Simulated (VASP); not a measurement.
# Hf (Im-3m) in VASP: a series of runs, part 2 of 2

VASP 6.6.1.

## Step 3: Single point, PBEsol (volume scaled by 0.5)

Contents of INCAR:

```
PREC = Accurate
ENCUT = 520
EDIFF = 1E-6
ISMEAR = -1
SIGMA = 0.08
LREAL = F
LASPH = T
NELM = 100
ALGO = Normal
ISIF = 2
LWAVE = F
LCHARG = T
GGA = PS
LELF = T
LVHAR = T
NBANDS = 11
```

Contents of KPOINTS:

```
Automatic mesh
0
Gamma
  15 15 15
```

Contents of POSCAR:

```
Hf
1.0
   -1.3860306564      1.3860306564      1.3860306564
    1.3860306564     -1.3860306564      1.3860306564
    1.3860306564      1.3860306564     -1.3860306564
Hf
1
Direct
    0.0000000000      0.0000000000      0.0000000000
```

Potentials or basis: VASP PAW PBE potentials, release 64 (Hf_pv).

Launch:

```
cat potpaw_PBE.64/Hf_pv/POTCAR > POTCAR
mpirun -np 1 vasp_std > vasp.out
```

OUTCAR:

```text
PREC = Accurate
   ENCUT = 520
   EDIFF = 1E-6
   ISMEAR = -1
   LREAL = F
   LASPH = T
   NELM = 100
   ISIF = 2
   GGA = PS

 ion  position               nearest neighbor table
   1  0.000  0.000  0.000-

  LATTYP: Found a body centered cubic cell.
 ALAT       =     2.7720613128

  Lattice vectors:

 A1 = (  -1.3860306564,   1.3860306564,   1.3860306564)
 A2 = (   1.3860306564,  -1.3860306564,   1.3860306564)
 A3 = (   1.3860306564,   1.3860306564,  -1.3860306564)

[... 513 lines left out ...]
     11      30.3044      0.00000

 [... further k-points ...]

------------------------ aborting loop because EDIFF is reached ----------------------------------------

  FORCE on cell =-STRESS in cart. coord.  units (eV):
  Direction    XX          YY          ZZ          XY          YZ          ZX
  --------------------------------------------------------------------------------------
  -------------------------------------------------------------------------------------
  Total       16.5490740     16.5490740     16.5490740     -0.0000000     -0.0000000      0.0000000
  in kB     2489.4636042   2489.4636042   2489.4636042     -0.0000000     -0.0000000      0.0000000
  external PRESSURE =    2489.4636042 kB  Pullay stress =       0.0000000 kB

 VOLUME and BASIS-vectors are now :
 -----------------------------------------------------------------------------
  energy-cutoff  :      520.00
  volume of cell :       10.65
      direct lattice vectors                 reciprocal lattice vectors
    -1.386030656  1.386030656  1.386030656     0.000000000  0.360742382  0.360742382
     1.386030656 -1.386030656  1.386030656     0.360742382  0.000000000  0.360742382
     1.386030656  1.386030656 -1.386030656     0.360742382  0.360742382  0.000000000

 POSITION                                       TOTAL-FORCE (eV/Angst)
 -----------------------------------------------------------------------------------
      0.00000      0.00000      0.00000         0.000000      0.000000      0.000000
 -----------------------------------------------------------------------------------
    total drift:                                0.000000     -0.000000      0.000000

  FREE ENERGIE OF THE ION-ELECTRON SYSTEM (eV)
  ---------------------------------------------------
  free  energy   TOTEN  =        -5.6531738617 eV

  energy  without entropy=       -5.6473229228  energy(sigma->0) =       -5.65024839
```

OSZICAR:

```text
N       E                     dE             d eps       ncg     rms          rms(c)
DAV:   1     0.206583700540E+02    0.20658E+02   -0.59767E+03  2742   0.929E+02
DAV:   2    -0.549407552205E+01   -0.26152E+02   -0.25147E+02  3001   0.179E+02
DAV:   3    -0.585663704593E+01   -0.36256E+00   -0.36179E+00  3062   0.146E+01
DAV:   4    -0.585686410040E+01   -0.22705E-03   -0.22705E-03  2792   0.449E-01
DAV:   5    -0.585686424769E+01   -0.14729E-06   -0.14597E-06  3010   0.109E-02    0.771E+01
DAV:   6    -0.571752574482E+01    0.13934E+00   -0.51945E-02  2760   0.176E+00    0.456E+01
DAV:   7    -0.565357608720E+01    0.63950E-01   -0.88059E-02  2745   0.221E+00    0.131E+00
DAV:   8    -0.565315446775E+01    0.42162E-03   -0.21426E-03  2775   0.407E-01    0.168E-01
DAV:   9    -0.565317467840E+01   -0.20211E-04   -0.54568E-05  2967   0.682E-02    0.342E-02
DAV:  10    -0.565317386166E+01    0.81674E-06   -0.55508E-06  2766   0.204E-02
   1 F= -.56531739E+01 E0= -.56502484E+01  d E =-.585094E-02
```

stdout:

```text
POSCAR found type information on POSCAR Hf
 POSCAR found :  1 types and       1 ions
 scaLAPACK will be used
 -----------------------------------------------------------------------------
|                                                                             |
|                                                                             |
|     You enforced a specific xc type in the INCAR file but a different       |
|     I HOPE YOU KNOW WHAT YOU ARE DOING!                                     |
|                                                                             |
 -----------------------------------------------------------------------------

 LDA part: xc-table for (Slater+PW92), standard interpolation
 POSCAR, INCAR and KPOINTS ok, starting setup
 FFT: planning ... GRIDC
 FFT: planning ... GRID_SOFT
 FFT: planning ... GRID
 WAVECAR not read
 entering main loop
```

It took 10 s on 1 thread of AMD EPYC 7R13 (Zen 3), shared host; peak memory 0.1 GiB.

Results:

```yaml
Free_energy: -5.6532 eV
Pressure: 248.9 GPa
Band_gap_on_the_k_mesh: zero (band 5 reaches 12.25 eV, above the bottom of band 6 at 9.14 eV)
```

Levels at points of the mesh, in eV from the Fermi level:
```
           k point  band 3  band 4  band 5  band 6  band 7  band 8
(0.00, 0.00, 0.00)  -26.83   -7.71    1.41    1.41    1.41    6.92
```

Caveat: the PAW data sets were made with another functional, which shifts forces and pressure a little; spin-orbit coupling is left out, which moves the levels of the heavy elements.

## Step 4: Single point, PBEsol (volume scaled by 0.6)

Contents of INCAR:

```
PREC = Accurate ; ENCUT = 520
EDIFF = 1E-7 ; ISMEAR = -1
SIGMA = 0.08 ; LREAL = False
LASPH = True ; NELM = 80
ALGO = Normal ; ISIF = 2
LWAVE = False ; LCHARG = False
GGA = PS ; NBANDS = 11
```

KPOINTS is that of step 3.

Contents of POSCAR:

```
Hf
1.0
   -1.4728773541      1.4728773541      1.4728773541
    1.4728773541     -1.4728773541      1.4728773541
    1.4728773541      1.4728773541     -1.4728773541
Hf
1
Direct
    0.0000000000      0.0000000000      0.0000000000
```

Potentials or basis: VASP PAW PBE potentials, release 64 (Hf_pv).

Launch:

```
cat potpaw_PBE.64/Hf_pv/POTCAR > POTCAR
mpirun -np 1 vasp_std > vasp.out
```

OUTCAR:

```text
PREC = Accurate
   ENCUT = 520
   EDIFF = 1E-7
   ISMEAR = -1
   LREAL = False
   LASPH = True
   NELM = 80
   ISIF = 2
   GGA = PS

 ion  position               nearest neighbor table
   1  0.000  0.000  0.000-

  LATTYP: Found a body centered cubic cell.
 ALAT       =     2.9457547082

  Lattice vectors:

 A1 = (  -1.4728773541,   1.4728773541,   1.4728773541)
 A2 = (   1.4728773541,  -1.4728773541,   1.4728773541)
[... 503 lines left out ...]
  band No.  band energies     occupation
      1     -22.4402      2.00000
      2     -20.6811      2.00000
      3     -19.1331      2.00000
      4       5.0528      2.00000
      5       7.5016      2.00000
      6      11.1745      0.00000
      7      15.2461      0.00000
      8      18.1262      0.00000
      9      23.7094      0.00000
     10      25.1313      0.00000
     11      25.5362      0.00000

 [... further k-points ...]
[... 5 lines left out ...]
  --------------------------------------------------------------------------------------
  -------------------------------------------------------------------------------------
  Total       10.2507088     10.2507088     10.2507088      0.0000000     -0.0000000      0.0000000
  in kB     1285.0047436   1285.0047436   1285.0047436      0.0000000     -0.0000000      0.0000000
  external PRESSURE =    1285.0047436 kB  Pullay stress =       0.0000000 kB

 VOLUME and BASIS-vectors are now :
 -----------------------------------------------------------------------------
  energy-cutoff  :      520.00
  volume of cell :       12.78
      direct lattice vectors                 reciprocal lattice vectors
    -1.472877354  1.472877354  1.472877354     0.000000000  0.339471578  0.339471578
     1.472877354 -1.472877354  1.472877354     0.339471578  0.000000000  0.339471578
     1.472877354  1.472877354 -1.472877354     0.339471578  0.339471578  0.000000000

 POSITION                                       TOTAL-FORCE (eV/Angst)
 -----------------------------------------------------------------------------------
      0.00000      0.00000      0.00000         0.000000     -0.000000      0.000000
 -----------------------------------------------------------------------------------
    total drift:                                0.000000     -0.000000     -0.000000

  FREE ENERGIE OF THE ION-ELECTRON SYSTEM (eV)
  ---------------------------------------------------
  free  energy   TOTEN  =        -8.0631394204 eV

  energy  without entropy=       -8.0496816961  energy(sigma->0) =       -8.05641056
```

OSZICAR:

```text
N       E                     dE             d eps       ncg     rms          rms(c)
DAV:   1     0.170772928121E+02    0.17077E+02   -0.60090E+03  2723   0.908E+02
DAV:   2    -0.791817746910E+01   -0.24995E+02   -0.24077E+02  3162   0.171E+02
DAV:   3    -0.826343213403E+01   -0.34525E+00   -0.34291E+00  3140   0.140E+01
DAV:   4    -0.826382613392E+01   -0.39400E-03   -0.39395E-03  2850   0.565E-01
DAV:   5    -0.826382661286E+01   -0.47894E-06   -0.47899E-06  3035   0.183E-02    0.629E+01
DAV:   6    -0.812421374944E+01    0.13961E+00   -0.73777E-02  2811   0.208E+00    0.374E+01
DAV:   7    -0.806421047939E+01    0.60003E-01   -0.11456E-01  2826   0.253E+00    0.137E+00
DAV:   8    -0.806312540113E+01    0.10851E-02   -0.43607E-03  2775   0.553E-01    0.101E-01
DAV:   9    -0.806313933096E+01   -0.13930E-04   -0.56289E-05  2996   0.733E-02    0.345E-02
DAV:  10    -0.806313934047E+01   -0.95110E-08   -0.45770E-06  2847   0.178E-02    0.111E-02
DAV:  11    -0.806313942040E+01   -0.79933E-07   -0.17785E-07  1901   0.379E-03
   1 F= -.80631394E+01 E0= -.80564106E+01  d E =-.134577E-01
```

Wall time 14 s (1 thread of AMD EPYC 7R13 (Zen 3), shared host); peak memory 0.11 GiB.

What came out:

```
Free energy            : -8.0631 eV
Pressure               : 128.5 GPa
Band gap on the k mesh : zero (band 5 reaches 10.54 eV, above the bottom of band 6 at 7.68 eV)
```

Levels at points of the mesh, in eV from the Fermi level:
```
           k point  band 2  band 3  band 4  band 5  band 6  band 7  band 8  band 9
(0.00, 0.00, 0.00)  -27.52  -27.52   -8.02    1.67    1.67    1.67    6.40    6.40
```

Caveat: the PAW data sets were made with another functional, which shifts forces and pressure a little; spin-orbit coupling is left out, which moves the levels of the heavy elements.

## Step 5: Overview

```csv
cell,gap on the mesh (eV),pressure (GPa)
"a = 2.229 Å, angles 109.5°, 1 atom",none,535.9
"a = 2.401 Å, angles 109.5°, 1 atom",none,248.9
"a = 2.551 Å, angles 109.5°, 1 atom",none,128.5
```

Alike in all rows: task single point; level PBEsol; potentials or basis VASP PAW PBE potentials, release 64 (Hf_pv); no spin polarisation; k mesh 15 × 15 × 15; cutoff (eV) 520; smearing fermi-dirac 0.08 eV.

Caveats: the PAW data sets were made with another functional, which shifts forces and pressure a little; spin-orbit coupling is left out, which moves the levels of the heavy elements.

Total energies depend on the potentials used, so only differences within one code and one set of settings carry meaning.
